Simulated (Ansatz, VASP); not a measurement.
Sb: VASP beside Ansatz

```
CELL_PARAMETERS angstrom
2.15060 1.24165 3.78144
-2.15060 1.24165 3.78144
0.00000 -2.48330 3.78144
ATOMIC_POSITIONS crystal
Sb 0.23364 0.23364 0.23364
Sb 0.76636 0.76636 0.76636
```

Change from the starting cell: zz strain of +1 %, crystal datasets.

Alike in both runs: task electric field gradients; functional PBE; k mesh 9 × 9 × 9; occupations fermi-dirac, width 0.05 eV; no spin polarisation.

```csv
,VASP,Ansatz
version,VASP 6.6.1,Ansatz 0.2.0
potentials or method,"VASP PAW PBE potentials, release 64 (Sb), cutoff 400 eV","all-electron PAW with datasets made for the crystal, scalar-relativistic"
```

|  | VASP | Ansatz | Ansatz less VASP |
| --- | --- | --- | --- |
| pressure (GPa) | 2.6 | 2.6 | -0.06 |
| traceless stress, the component that is largest in VASP (GPa) | -0.55 | -0.52 | +0.033 |
| rms of the force components (eV/Å) | 0.102 | 0.077 | -0.0255 |
| size of Vzz on the site where it differs most (V/Å²) | 42.9 | 47.0 | +4.13 |

Atom by atom the forces differ by 0.026 eV/Å (rms over components). Ansatz ran all-electron here, and VASP with PAW potentials.

Spin-orbit coupling is off throughout.
